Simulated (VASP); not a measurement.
P: single point with r2SCAN

System: P, a slab with vacuum.

```
P
1.0
     3.28373    0.00000    0.00000
     0.00000   34.85703    0.00000
     0.00000    0.00000    4.86369
P
4
Direct
  0.00000 0.97026 0.59215
  0.00000 0.02974 0.40785
  0.50000 0.02974 0.09215
  0.50000 0.97026 0.90785
```

This cell differs from its parent crystal: strain +0.000 along x and y, +0.050 along z.

```
Program                : VASP 6.6.1
Task                   : single point
Functional             : r2SCAN
Potentials or basis    : VASP PAW PBE potentials, release 64 (P)
Cutoff                 : 520 eV
k mesh                 : 8 × 1 × 6
Occupations            : gaussian, width 0.05 eV
Spin                   : no spin polarisation
Dipole correction      : no
Further INCAR settings : ALGO = Normal; EDIFF = 1e-06; NBANDS = 18
```

The largest force is 0.703 eV/Å. The band gap on the k mesh is 1.44 eV.

Forces on the atoms (eV/Å):
```
P    0.000  0.123  0.692
P    0.000 -0.123 -0.692
P    0.000 -0.123  0.692
P    0.000  0.123 -0.692
```

Levels at points of the mesh, in eV from the valence-band top:
```tsv
k point	band 7	band 8	band 9	band 10	band 11	band 12	band 13	band 14
(0.00, 0.00, 0.00)	-2.99	-1.45	-1.38	0.00	1.44	2.41	3.28	3.43
(0.50, 0.00, 0.00)	-2.72	-2.72	-1.76	-1.76	1.47	1.47	2.61	2.61
(0.00, 0.00, 0.50)	-2.23	-2.23	-1.55	-1.55	2.74	2.74	4.13	4.13
(0.50, 0.00, 0.50)	-4.36	-4.36	-0.87	-0.87	2.74	2.74	3.65	3.65
```

Wall time 8.3 min on 1 thread of Intel(R) Xeon(R) 6975P-C (Granite Rapids), with other jobs on the host, peak memory 0.65 GiB.

Caveat: the cell differs from its parent crystal (strain +0.000 along x and y, +0.050 along z); there is no dipole correction, which matters where the two faces differ; the PAW data sets were made with another functional, which shifts forces and pressure a little.
